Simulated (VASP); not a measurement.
Pb: single point with PBE

The system is Pb.

```
Pb
1.0
     5.65824    0.00000    0.00000
    -2.82912    4.90018    0.00000
     0.00000    0.00000    3.32033
Pb
3
Direct
  0.00000 0.00000 0.00000
  0.33333 0.66667 0.50000
  0.66667 0.33333 0.50000
```

This isn't the form of Pb at room conditions, which is fcc.

| Property | Result |
| --- | --- |
| Program | VASP 6.6.1 |
| Task | single point |
| Functional | PBE |
| Potentials or basis | VASP PAW PBE potentials, release 64 (Pb_d) |
| Cutoff | 520 eV |
| k mesh | 7 × 7 × 10 |
| Occupations | fermi-dirac, width 0.08 eV |
| Spin | no spin polarisation |
| Dipole correction | no |
| k mesh for the DOS | 11 × 11 × 15 |
| Occupations for the DOS | tetrahedron |
| Further INCAR settings | ALGO = Normal; EDIFF = 1e-06; NBANDS = 28 |

```yaml
Valence_electrons_inside_the_program's_atomic_spheres: Pb 11.93, 11.97 (each value once)
```

Levels at points of the mesh, in eV from the Fermi level:
```csv
k point,band 17,band 18,band 19,band 20,band 21,band 22,band 23,band 24,band 25,band 26
"(0.00, 0.00, 0.00)",-7.63,-7.25,-2.18,-2.18,-2.10,-2.10,3.51,7.31,7.31,7.45
```

It took 2.5 min on 1 thread of Intel(R) Xeon(R) 6975P-C (Granite Rapids) (shared host), peak memory 0.38 GiB.

Caveat: spin-orbit coupling is left out, which moves the levels of the heavy elements.
